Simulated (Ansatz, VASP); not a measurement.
# Two plane-wave programs on Zn

POSCAR

```
Zn
1.0
    2.2681701736     -1.3084870100      0.0000000000
    2.2681701736      1.3084870100      0.0000000000
   -1.5917165425      0.0000000000      7.3004081919
Zn
3
Direct
    0.0000000000      0.0000000000      0.0000000000
    0.2219821400      0.2219821400      0.6654950200
    0.7780178600      0.7780178600      0.3345049800
```

Contents of INCAR.step1:

```
PREC = Accurate
ENCUT = 520
ISMEAR = 0
SIGMA = 0.1
LREAL = F
LASPH = T
NELM = 100
NBANDS = 25
GGA = PE
ALGO = Normal
EDIFF = 1E-4
LWAVE = T
LCHARG = F
```

Contents of INCAR.step2:

```
PREC = Accurate
ENCUT = 520
EDIFF = 1E-6
ISMEAR = 0
SIGMA = 0.1
LREAL = F
LASPH = T
NELM = 100
ALGO = Normal
ISIF = 2
LWAVE = F
LCHARG = F
METAGGA = R2SCAN
LMIXTAU = T
NBANDS = 25
ISTART = 1
```

Contents of KPOINTS:

```
regular mesh
0
Gamma
  8 8 4
```

Input for Ansatz:

```yaml
crystal:
  lattice:
    - [2.2681701736, -1.30848701, 0.0]
    - [2.2681701736, 1.30848701, 0.0]
    - [-1.5917165425, 0.0, 7.3004081919]
  atoms:
    - { symbol: Zn, position: [0.0, 0.0, 0.0] }
    - { symbol: Zn, position: [0.22198214, 0.22198214, 0.66549502] }
    - { symbol: Zn, position: [0.77801786, 0.77801786, 0.33450498] }
basis:
  ecutwfc: 500
kpoints:
  mp_grid: { grid: [8, 8, 4] }
hamiltonian:
  xc: r2scan
scf:
  occupations: { method: gaussian, width: 0.1 }
  lower_state_search: "off"
output:
  forces: true
  stress: true
  eigenvalues: true
```

Alike in both runs: task single point; functional r2SCAN; k mesh 8 × 8 × 4; occupations gaussian, width 0.1 eV; no spin polarisation.

|  | VASP | Ansatz |
| --- | --- | --- |
| version | VASP 6.6.1 | Ansatz 0.2.0 |
| potentials or method | VASP PAW PBE potentials, release 64 (Zn), cutoff 520 eV | scalar-relativistic, plane waves, PAW |
| valence electrons in the cell | 36 | 36 |

```tsv
	VASP	Ansatz	Ansatz less VASP
gap on the k mesh at the Fermi level (eV)	none	none	-
pressure (GPa)	0.2	-0.1	-0.40
traceless stress, the component that is largest in VASP (GPa)	-3.16	-3.00	+0.159
rms of the force components (eV/Å)	0.014	0.009	-0.0053
```

VASP's potentials were made for PBE, not for r2SCAN. Atom by atom the forces differ by 0.007 eV/Å (rms over components). A gap of «none» marks a metal or a gap that the smearing closes.
